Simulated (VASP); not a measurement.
Wanted: the native input for a VASP 6.6.1 run.

```
Task                   : single point
Functional             : PBEsol
Potentials or basis    : VASP PAW PBE potentials, release 64 (Ni)
Cutoff                 : 520 eV
k mesh                 : 20 × 20 × 20
Occupations            : fermi-dirac, width 0.05 eV
Spin                   : collinear spin, ferromagnetic start
Starting moments       : [1.0] μB
Dipole correction      : no
Further INCAR settings : ALGO = Normal; EDIFF = 1e-07; NBANDS = 15
```

The structure of Ni lies in POSCAR:

```
Ni
1.0
    0.0000000000      1.6962622120      1.6962622120
    1.6962622120      0.0000000000      1.6962622120
    1.6962622120      1.6962622120      0.0000000000
Ni
1
Direct
    0.0000000000      0.0000000000      0.0000000000
```

This cell differs from its parent crystal: volume scaled by 0.94.

One way to write it, as run:

INCAR

```
SYSTEM = Ni
  ALGO = Normal
  EDIFF = 1E-7
  ENCUT = 520
  GGA = PS
  ISIF = 2
  ISMEAR = -1
  ISPIN = 2
  LASPH = .TRUE.
  LCHARG = .TRUE.
  LELF = .TRUE.
  LMAXMIX = 4
  LORBIT = 11
  LREAL = .FALSE.
  LVHAR = .TRUE.
  LWAVE = .FALSE.
  MAGMOM = 1
  NBANDS = 15
  NELM = 150
  PREC = Accurate
  SIGMA = 0.05
```

KPOINTS

```
k-points
0
G
  20 20 20
  0 0 0
```

Potentials or basis: VASP PAW PBE potentials, release 64 (Ni).

Run with:

```bash
$ cat potpaw_PBE.64/Ni/POTCAR > POTCAR
$ mpirun -np 1 vasp_std > vasp.out
```

It gave:

```yaml
Pressure: 16.3 GPa
Net_moment: 0.61 μB per cell
Site_moments: Ni +0.61 μB
Valence_electrons_inside_the_program's_atomic_spheres: Ni 9.53
```

Caveat: the PAW data sets were made with another functional, which shifts forces and pressure a little.

Run time: 33 s on 1 thread of Intel(R) Xeon(R) 6975P-C (Granite Rapids), on a shared host, peak memory 0.16 GiB.
